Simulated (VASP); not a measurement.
# Pt (P6_3/mmc) in VASP: a series of runs

Runs on Pt. Level: PBEsol. Tasks: single point.

All numbers are computed with VASP 6.6.1; they aren't measurements. Logs are shortened: lines on timing, memory, paths and dates and some standing lists are left out, and cuts for length are marked.

**1. The cell of the first run**

Symmetry: P6_3/mmc, No. 194, hexagonal system. The conventional cell has a = 2.662 Å, b = 2.662 Å, c = 4.628 Å, α = 90.00°, β = 90.00°, γ = 120.00°. Within 3.5 Å of Pt (site symmetry -6m2) lie 12 Pt at 2.66 to 2.78 Å.

This isn't the form of Pt at room conditions, which is fcc.

**2. Single point, PBEsol**

Contents of INCAR:

```
SYSTEM = Pt
PREC = Accurate
ENCUT = 520
EDIFF = 1E-6
ISMEAR = 0
SIGMA = 0.15
LREAL = .False.
LASPH = .True.
NELM = 100
ALGO = Normal
ISIF = 2
LWAVE = .False.
LCHARG = .False.
GGA = PS
NBANDS = 17
```

Contents of KPOINTS:

```
regular mesh
0
Gamma
  18 18 10
  0 0 0
```

Contents of POSCAR:

```
Pt
1.0
    2.6616000000      0.0000000000      0.0000000000
   -1.3308000000      2.3050132147      0.0000000000
    0.0000000000      0.0000000000      4.6285000000
Pt
2
Direct
    0.6666666667      0.3333333333      0.7500000000
    0.3333333333      0.6666666667      0.2500000000
```

Potentials or basis: VASP PAW PBE potentials, release 64 (Pt).

On the command line:

```
cat potpaw_PBE.64/Pt/POTCAR > POTCAR
mpirun -np 1 vasp_std > vasp.out
```

OUTCAR:

```text
SYSTEM = Pt
   PREC = Accurate
   ENCUT = 520
   EDIFF = 1E-6
   ISMEAR = 0
   LREAL = .False.
   LASPH = .True.
   NELM = 100
   ISIF = 2
   GGA = PS

 ion  position               nearest neighbor table
   1  0.667  0.333  0.750-   2 2.78   2 2.78   2 2.78   2 2.78   2 2.78   2 2.78
   2  0.333  0.667  0.250-   1 2.78   1 2.78   1 2.78   1 2.78   1 2.78   1 2.78

  LATTYP: Found a hexagonal cell.
 ALAT       =     2.6616000000
 C/A-ratio  =     1.7389915840

  Lattice vectors:

 A1 = (   2.6616000000,   0.0000000000,   0.0000000000)
 A2 = (  -1.3308000000,   2.3050132147,   0.0000000000)
 A3 = (   0.0000000000,   0.0000000000,   4.6285000000)

Analysis of symmetry for initial positions (statically):
=====================================================================
 Subroutine PRICEL returns:
 Original cell was already a primitive cell.

 Routine SETGRP: Setting up the symmetry group for a
 hexagonal supercell.

 Subroutine GETGRP returns: Found 24 space group operations
 (whereof 12 operations were pure point group operations)
 out of a pool of 24 trial point group operations.

The static configuration has the point symmetry D_3d.
 The point group associated with its full space group is D_6h.

Analysis of symmetry for dynamics (positions and initial velocities):
=====================================================================
 Subroutine PRICEL returns:
 Original cell was already a primitive cell.

 Routine SETGRP: Setting up the symmetry group for a
 hexagonal supercell.

 Subroutine GETGRP returns: Found 24 space group operations
 (whereof 12 operations were pure point group operations)
 out of a pool of 24 trial point group operations.

The dynamic configuration has the point symmetry D_3d.
 The point group associated with its full space group is D_6h.

 Subroutine INISYM returns: Found 24 space group operations
 (whereof 12 operations are pure point group operations),
 and found     1 'primitive' translations

----------------------------------------------------------------------------------------

                                     Primitive cell

  volume of cell :      28.3960

  direct lattice vectors                    reciprocal lattice vectors
     2.661600000  0.000000000  0.000000000     0.375713856  0.216918496  0.000000000
    -1.330800000  2.305013215  0.000000000     0.000000000  0.433836992  0.000000000
     0.000000000  0.000000000  4.628500000     0.000000000  0.000000000  0.216052717

  length of vectors
     2.661600000  2.661600000  4.628500000     0.433836992  0.433836992  0.216052717

  position of ions in fractional coordinates (direct lattice)
     0.666666667  0.333333333  0.750000000
     0.333333333  0.666666667  0.250000000

  ion indices of the primitive-cell ions
   primitive index   ion index
                 1           1
                 2           2

----------------------------------------------------------------------------------------

 KPOINTS: regular mesh

Automatic generation of k-mesh.
 Grid dimensions read from file:
 generate k-points for:   18   18   10

 Generating k-lattice:

  Cartesian coordinates                     Fractional coordinates (reciprocal lattice)
     0.020872992  0.012051028  0.000000000     0.055555556  0.000000000  0.000000000
     0.000000000  0.024102055  0.000000000     0.000000000  0.055555556  0.000000000
     0.000000000  0.000000000  0.021605272     0.000000000  0.000000000  0.100000000

  Length of vectors
     0.024102055  0.024102055  0.021605272

  Shift w.r.t. Gamma in fractional coordinates (k-lattice)
     0.000000000  0.000000000  0.000000000

 Subroutine IBZKPT returns following result:
 ===========================================

 Found    222 irreducible k-points:

 Following reciprocal coordinates:
            Coordinates               Weight
  0.000000  0.000000  0.000000      1.000000
  0.055556 -0.000000  0.000000      6.000000
  0.111111 -0.000000  0.000000      6.000000
  0.166667  0.000000  0.000000      6.000000
  0.222222  0.000000  0.000000      6.000000
  0.277778  0.000000  0.000000      6.000000
[... 16 lines left out ...]
  0.333333  0.111111  0.000000     12.000000
  0.388889  0.111111  0.000000     12.000000
 [... further k-points ...]
   k-points           NKPTS =    222   k-points in BZ     NKDIM =    222   number of bands    NBANDS=     17
   number of dos      NEDOS =    301   number of ions     NIONS =      2
   total plane-waves  NPLWV =  14400
   dimension x,y,z NGX =    20 NGY =   20 NGZ =   36
   dimension x,y,z NGXF=    40 NGYF=   40 NGZF=   72
   ions per type =               2
   NGX,Y,Z   is equivalent  to a cutoff of  12.49, 12.49, 12.93 a.u.
   NGXF,Y,Z  is equivalent  to a cutoff of  24.98, 24.98, 25.86 a.u.
 SYSTEM =  Pt
   PREC   = accura    normal or accurate (medium, high low for compatibility)
   ISTART =      0    job   : 0-new  1-cont  2-samecut
   ICHARG =      2    charge: 1-file 2-atom 10-const
   ISPIN  =      1    spin polarized calculation?
   LNONCOLLINEAR =      F non collinear calculations
   LSORBIT =      F    spin-orbit coupling
   LASPH  =      T    aspherical Exc in radial PAW
   ENCUT  =  520.0 eV  38.22 Ry    6.18 a.u.   4.95  4.95  8.61*2*pi/ulx,y,z
   NELM   =    100;   NELMIN=  2; NELMDL= -5     # of ELM steps
   EDIFF  = 0.1E-05   stopping-criterion for ELM
   LREAL  =      F    real-space projection
   EDIFFG = 0.1E-04   stopping-criterion for IOM
   NSW    =      0    number of steps for IOM
   IBRION =     -1    ionic relax: 0-MD 1-quasi-New 2-CG
   NFREE  =      0    steps in history (QN), initial steepest desc. (CG)
   ISIF   =      2    stress and relaxation
   ISYM   =      2    0-nonsym 1-usesym 2-fastsym
   POTIM  = 0.5000    time-step for ionic-motion
   TEBEG  =    0.0;   TEEND  =   0.0 temperature during run
   PSTRESS=    0.0 pullay stress
   NELECT =      20.0000    total number of electrons
   NUPDOWN=      -1.0000    fix difference up-down
   EMIN   =  10.00;   EMAX   =-10.00  energy-range for DOS
   EFERMI =   0.00;   METHOD = LEGACY
   ISMEAR =     0;   SIGMA  =   0.15  broadening in eV -4-tet -1-fermi 0-gaus
   EFERMI_NEDOS =   21; number of points for ismear=-14 and -15
   IALGO  =     38    algorithm
   IMIX   =      4    mixing-type and parameters
     AMIX     =   0.40;   BMIX     =  1.00
     AMIX_MAG =   1.60;   BMIX_MAG =  1.00
  volume/ion in A,a.u.               =      14.20        95.81
  Fermi-wavevector in a.u.,A,eV,Ry     =   1.456574  2.752526 28.866242  2.121609
  Thomas-Fermi vector in A             =   2.573477
   LORBIT       =      0    0 simple, 1 ext, 2 COOP (PROOUT), +10 PAW based schemes
   GGA     = PS    functional components
   LHFCALC =     F    Hartree Fock is set to
   AEXX    =    0.0000 exact exchange contribution
   IVDW    =     0    specifies the selected vdW correction
   LEPSILON=     F    determine dielectric tensor
   LRPA    =     F    only Hartree local field effects (RPA)
 non-spin polarized calculation
 Gauss-broadening in eV      SIGMA  =   0.15
  energy-cutoff  :      520.00
  volume of cell :       28.40
 maximum number of plane-waves:       786
 NGX is ok and might be reduce to    20

 number of electron      19.9999999 magnetization

 Free energy of the ion-electron system (eV)
  ---------------------------------------------------
  ext. energy  EPLUGINS =         0.00000000
  ---------------------------------------------------
  free energy    TOTEN  =       -13.70123222 eV

  energy without entropy =      -13.66558332  energy(sigma->0) =      -13.68340777

 E-fermi :  12.2658     XC(G=0): -13.9822

 val. band max:       12.2632269934   @ k =   0.3889   0.1667   0.1000
 cond. band min:      12.2743582660   @ k =   0.3333   0.0000   0.5000
 fundamental gap:      0.0111312726
 Fermi energy:        12.2658402873

 k-point     1 :       0.0000    0.0000    0.0000
  band No.  band energies     occupation
      1       1.2982      2.00000
      2       4.0465      2.00000
      3       7.5590      2.00000
      4       8.1920      2.00000
      5       8.1920      2.00000
      6       8.6306      2.00000
[... 9 lines left out ...]
     16      29.5058      0.00000
     17      34.4857      0.00000

 k-point     2 :       0.0556   -0.0000    0.0000
  band No.  band energies     occupation
      1       1.4235      2.00000
      2       4.1644      2.00000
      3       7.5540      2.00000
      4       8.1750      2.00000
      5       8.2929      2.00000
      6       8.5613      2.00000
[... 9 lines left out ...]
     16      29.7169      0.00000
     17      33.8118      0.00000

 k-point     3 :       0.1111   -0.0000    0.0000
  band No.  band energies     occupation
      1       1.7890      2.00000
      2       4.4965      2.00000
      3       7.4667      2.00000
      4       8.1818      2.00000
      5       8.4283      2.00000
      6       8.5907      2.00000
[... 9 lines left out ...]
     16      30.2010      0.00000
     17      32.2027      0.00000

 k-point     4 :       0.1667    0.0000    0.0000
  band No.  band energies     occupation
      1       2.3607      2.00000
      2       4.9574      2.00000
      3       7.2910      2.00000
      4       8.0038      2.00000
      5       8.2459      2.00000
      6       8.6293      2.00000
[... 9 lines left out ...]
     16      30.3701      0.00000
     17      31.0037      0.00000
[... 343 lines left out ...]
      1       4.7515      2.00000
      2       5.5461      2.00000
      3       6.2260      2.00000
      4       7.3807      2.00000
      5       8.1422      2.00000
      6       8.2453      2.00000
[... 9 lines left out ...]
     16      27.4911      0.00000
     17      29.2554      0.00000

 k-point    23 :       0.3333    0.1111    0.0000
  band No.  band energies     occupation
      1       5.0646      2.00000
      2       5.3246      2.00000
      3       5.8756      2.00000
      4       7.8538      2.00000
      5       8.1543      2.00000
      6       8.5831      2.00000
[... 9 lines left out ...]
     16      26.8854      0.00000
     17      27.0656      0.00000

 k-point    24 :       0.3889    0.1111    0.0000
  band No.  band energies     occupation
      1       5.1007      2.00000
      2       5.2338      2.00000
      3       5.6613      2.00000
      4       8.1566      2.00000
      5       8.3782      2.00000
      6       8.4868      2.00000
[... 9 lines left out ...]
     16      25.3451      0.00000
     17      26.4487      0.00000

 [... further k-points ...]
[... 5 lines left out ...]
  --------------------------------------------------------------------------------------
  -------------------------------------------------------------------------------------
  Total        4.1165163      4.1165163      3.1538473      0.0000000     -0.0000000      0.0000000
  in kB      232.2650943    232.2650943    177.9486793      0.0000000     -0.0000000      0.0000000
  external PRESSURE =     214.1596226 kB  Pullay stress =       0.0000000 kB

 VOLUME and BASIS-vectors are now :
 -----------------------------------------------------------------------------
  energy-cutoff  :      520.00
  volume of cell :       28.40
      direct lattice vectors                 reciprocal lattice vectors
     2.661600000  0.000000000  0.000000000     0.375713856  0.216918496  0.000000000
    -1.330800000  2.305013215  0.000000000     0.000000000  0.433836992  0.000000000
     0.000000000  0.000000000  4.628500000     0.000000000  0.000000000  0.216052717

 POSITION                                       TOTAL-FORCE (eV/Angst)
 -----------------------------------------------------------------------------------
      1.33080      0.76834      3.47138        -0.000000      0.000000      0.000000
     -0.00000      1.53668      1.15712         0.000000     -0.000000      0.000000
 -----------------------------------------------------------------------------------
    total drift:                               -0.000000      0.000000     -0.000000

  FREE ENERGIE OF THE ION-ELECTRON SYSTEM (eV)
  ---------------------------------------------------
  free  energy   TOTEN  =       -13.7012322173 eV

  energy  without entropy=      -13.6655833178  energy(sigma->0) =      -13.68340777
```

Run time: 34 s. Hardware: 1 thread of Intel Xeon 6975P-C (Granite Rapids), shared host; peak memory 0.2 GiB.

What came out:

```yaml
Free_energy: -13.7012 eV
Pressure: 21.4 GPa
Band_gap_on_the_k_mesh: zero (bands 10 and 11 overlap by 1.56 eV)
```

Stress tensor (GPa, compression positive):
```
23.23  0.00  0.00
 0.00 23.23  0.00
 0.00  0.00 17.79
```

Caveat: the cell stands under pressure; the PAW data sets were made with another functional, which shifts forces and pressure a little; spin-orbit coupling is left out, which moves the levels of the heavy elements.

**3. Single point, PBEsol**

This run uses another cell than the first one, of the same volume but with other edges.

Contents of INCAR:

```
PREC = Accurate ; ENCUT = 520
EDIFF = 1E-7 ; ISMEAR = 0
SIGMA = 0.15 ; LREAL = F
LASPH = T ; NELM = 100
ALGO = Fast ; ISIF = 2
LWAVE = F ; LCHARG = F
GGA = PS ; NBANDS = 17
```

Contents of KPOINTS:

```
Automatic mesh
0
Gamma
  18 18 10
```

Contents of POSCAR:

```
Pt
1.0
    2.5980000000      0.0000000000      0.0000000000
   -1.2990000000      2.2499339990      0.0000000000
    0.0000000000      0.0000000000      4.8638000000
Pt
2
Direct
    0.6666666667      0.3333333333      0.7500000000
    0.3333333333      0.6666666667      0.2500000000
```

Potentials or basis: VASP PAW PBE potentials, release 64 (Pt).

On the command line:

```
cat potpaw_PBE.64/Pt/POTCAR > POTCAR
mpirun -np 1 vasp_std > vasp.out
```

It took 49 s on 1 thread of Intel Xeon 6975P-C (Granite Rapids), shared host; peak memory 0.2 GiB.

Results (log left out):

```
Free energy            : -13.5417 eV
Pressure               : 26.4 GPa
Band gap on the k mesh : zero (bands 10 and 11 overlap by 1.79 eV)
```

Stress tensor (GPa, compression positive):
```
37.44  0.00  0.00
 0.00 37.44  0.00
 0.00  0.00  4.17
```

Levels at points of the mesh, in eV from the Fermi level:
| k point | band 6 | band 7 | band 8 | band 9 | band 10 | band 11 | band 12 | band 13 | band 14 | band 15 |
| --- | --- | --- | --- | --- | --- | --- | --- | --- | --- | --- |
| (0.00, 0.00, 0.00) | -3.79 | -3.79 | -1.77 | -1.52 | -1.52 | -0.12 | -0.12 | 4.37 | 14.37 | 15.31 |
| (0.50, 0.00, 0.00) | -3.11 | -2.78 | -0.17 | 0.85 | 1.00 | 2.59 | 4.27 | 8.00 | 8.72 | 10.50 |
| (0.00, 0.00, 0.50) | -4.04 | -4.04 | -4.04 | -0.70 | -0.70 | -0.70 | -0.70 | 10.98 | 10.98 | 15.78 |
| (0.50, 0.00, 0.50) | -1.84 | -1.10 | -1.10 | 0.93 | 0.93 | 1.66 | 1.66 | 7.74 | 7.74 | 13.64 |

Caveat: the cell stands under pressure; the PAW data sets were made with another functional, which shifts forces and pressure a little; spin-orbit coupling is left out, which moves the levels of the heavy elements.

(Continued in part 2 of 2.)
